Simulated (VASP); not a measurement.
Set up this calculation in VASP 6.6.1, as the native input.

```
Task                    : single point
Functional              : PBE
Dispersion              : D3(BJ)
Potentials or basis     : VASP PAW PBE potentials, release 64 (Mn_pv, O)
Cutoff                  : 520 eV
k mesh                  : 12 × 12 × 4
Occupations             : gaussian, width 0.02 eV
Spin                    : collinear spin, ferromagnetic start
Starting moments        : [2.75, 2.75, 0.0, 0.0, 0.0, 0.0] μB
Dipole correction       : no
k mesh for the DOS      : 18 × 18 × 6
Occupations for the DOS : tetrahedron
Further INCAR settings  : ALGO = Normal; EDIFF = 1e-06
```

Crystal: MnO2.

```
Mn O
1.0
     2.86518    0.00000    0.00000
    -1.43259    2.48132    0.00000
     0.00000    0.00000    9.95311
Mn O
2 4
Direct
  0.00000 0.00000 0.00000
  0.00000 0.00000 0.50000
  0.33333 0.66667 0.90376
  0.33333 0.66667 0.59624
  0.66667 0.33333 0.09624
  0.66667 0.33333 0.40376
```

One way to write it, as run:

POSCAR

```
MnO2
1.0
    2.8651835043      0.0000000000      0.0000000000
   -1.4325917521      2.4813217012      0.0000000000
    0.0000000000      0.0000000000      9.9531133965
Mn O
2 4
Direct
    0.0000000000      0.0000000000      0.0000000000
    0.0000000000      0.0000000000      0.5000000000
    0.3333333333      0.6666666667      0.9037602986
    0.3333333333      0.6666666667      0.5962397014
    0.6666666667      0.3333333333      0.0962397014
    0.6666666667      0.3333333333      0.4037602986
```

INCAR.step1

```
PREC     = Accurate       # precision mode
ENCUT    = 520            # plane-wave cutoff, eV
EDIFF    = 1E-6           # SCF threshold, eV
ISMEAR   = 0              # smearing method
SIGMA    = 0.02           # smearing width, eV
LREAL    = False          # projectors in reciprocal space
LASPH    = True           # aspherical terms in the spheres
NELM     = 150            # most SCF steps
ALGO     = Normal         # electronic algorithm
ISIF     = 2              # what is computed and relaxed
LWAVE    = False          # write WAVECAR
LCHARG   = True           # write CHGCAR
ISPIN    = 2              # spin polarisation
MAGMOM   = 2.75 2.75 0 0 0 0 # initial moments
LMAXMIX  = 4              # l up to which the mixer works
GGA      = PE             # functional
IVDW     = 12             # dispersion correction
NBANDS   = 38             # bands
```

KPOINTS.step1

```
regular mesh
0
Gamma
  12 12 4
```

INCAR.step2

```
PREC     = Accurate       # precision mode
ENCUT    = 520            # plane-wave cutoff, eV
EDIFF    = 1E-6           # SCF threshold, eV
ISMEAR   = -5             # smearing method
SIGMA    = 0.02           # smearing width, eV
LREAL    = False          # projectors in reciprocal space
LASPH    = True           # aspherical terms in the spheres
NELM     = 150            # most SCF steps
ALGO     = Normal         # electronic algorithm
ISIF     = 2              # what is computed and relaxed
LWAVE    = False          # write WAVECAR
LCHARG   = False          # write CHGCAR
ISPIN    = 2              # spin polarisation
MAGMOM   = 2.75 2.75 0 0 0 0 # initial moments
LORBIT   = 10             # projections on sites
LMAXMIX  = 4              # l up to which the mixer works
GGA      = PE             # functional
IVDW     = 12             # dispersion correction
NEDOS    = 2001           # points of the DOS
ICHARG   = 11             # starting density
```

KPOINTS.step2

```
regular mesh
0
Gamma
  18 18 6
```

Potentials or basis: VASP PAW PBE potentials, release 64 (Mn_pv, O).

The run is started by

```sh
$ cat potpaw_PBE.64/Mn_pv/POTCAR potpaw_PBE.64/O/POTCAR > POTCAR
$ cp INCAR.step1 INCAR
$ cp KPOINTS.step1 KPOINTS
$ mpirun -np 1 vasp_std > vasp.out
$ cp INCAR.step2 INCAR
$ cp KPOINTS.step2 KPOINTS
$ mpirun -np 1 vasp_std > vasp.out
```

It gave:

```json
{"Net moment": "6.00 μB per cell", "Site moments": "Mn +2.84; O +0.04 μB", "Valence electrons inside the program's atomic spheres": "Mn 11.72; O 4.99", "Dispersion energy per atom": "-0.122 eV"}
```

Caveat: only a ferromagnetic start was run, and an antiferromagnetic order may lie lower in energy.

It took 11 min on 1 thread of Oxide Virtual Turin-like Processor, with other jobs on the host, peak memory 0.55 GiB.
